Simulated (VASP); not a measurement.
Runs of VASP 6.6.1 on Tl. The structure is that of space group Im-3m (No. 229), or close to it. The cells are those of the table. 

| task | cell | k mesh | cutoff (eV) | gap on the mesh (eV) | pressure (GPa) | relaxed volume (Å³/atom) |
| --- | --- | --- | --- | --- | --- | --- |
| single point | a = 3.336 Å, angles 109.5°, 1 atom | 16 × 16 × 16 | 520 | none | (b) | - |
| relaxation of cell and atoms | relaxed from a = 2.793 Å, angles 109.5°, 1 atom | 8 × 8 × 8 | 600 | none | 0.0 | (a) |
| relaxation of cell and atoms | relaxed from a = 3.340 Å, angles 109.5°, 1 atom | 16 × 16 × 16 | 600 | none | 0.0 | 28.57 |
| single point | a = 2.793 Å, angles 109.5°, 1 atom | 8 × 8 × 8 | 520 | none | 83.4 | - |
| single point | a = 3.340 Å, angles 109.5°, 1 atom | 8 × 8 × 8 | 520 | none | 0.1 | - |

Alike in all rows: level PBEsol; potentials or basis VASP PAW PBE potentials, release 64 (Tl_d); no spin polarisation; smearing gaussian 0.1 eV.

Problem. Estimate the missing entries.

Solution. (a) 28.79; (b) -0.1.

Caveats: the PAW data sets were made with another functional, which shifts forces and pressure a little; spin-orbit coupling is left out, which moves the levels of the heavy elements; the volume moved by over 15 % at a fixed basis, so the end points are rough (some runs).

A k mesh can miss the band edges, and the runs leave out spin-orbit coupling on Tl.

A gap of «none» marks levels without a gap at the run's occupations.
